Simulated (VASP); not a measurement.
A run of VASP 6.6.1 is set up as follows.

Contents of INCAR:

```
SYSTEM = Co
  ALGO = Normal
  EDIFF = 1E-6
  ENCUT = 520
  GGA = PE
  ISIF = 2
  ISMEAR = 0
  ISPIN = 2
  LASPH = .True.
  LCHARG = .True.
  LELF = .True.
  LMAXMIX = 4
  LORBIT = 11
  LREAL = .False.
  LVHAR = .True.
  LWAVE = .False.
  MAGMOM = 2.06
  NBANDS = 14
  NELM = 150
  PREC = Accurate
  SIGMA = 0.15
```

Contents of KPOINTS:

```
k-points
0
Gamma
  24 24 24
  0 0 0
```

File POSCAR:

```
Co
1.0
   -1.2901344000      1.2901344000      1.2901344000
    1.2901344000     -1.2901344000      1.2901344000
    1.2901344000      1.2901344000     -1.2901344000
Co
1
Direct
    0.0000000000      0.0000000000      0.0000000000
```

Potentials or basis: VASP PAW PBE potentials, release 64 (Co).

Run with:

```console
$ cat potpaw_PBE.64/Co/POTCAR > POTCAR
$ mpirun -np 1 vasp_std > vasp.out
```

Problem. Estimate the pressure.

Solution. 92.8 GPa.

Problem. What does it give for the net moment?

Solution. 1.54 μB per cell.

Problem. Predict the site moments.

Solution. Co +1.51 μB.

Caveat: the cell differs from its parent crystal (strain -0.080 along x and y, -0.080 along z).
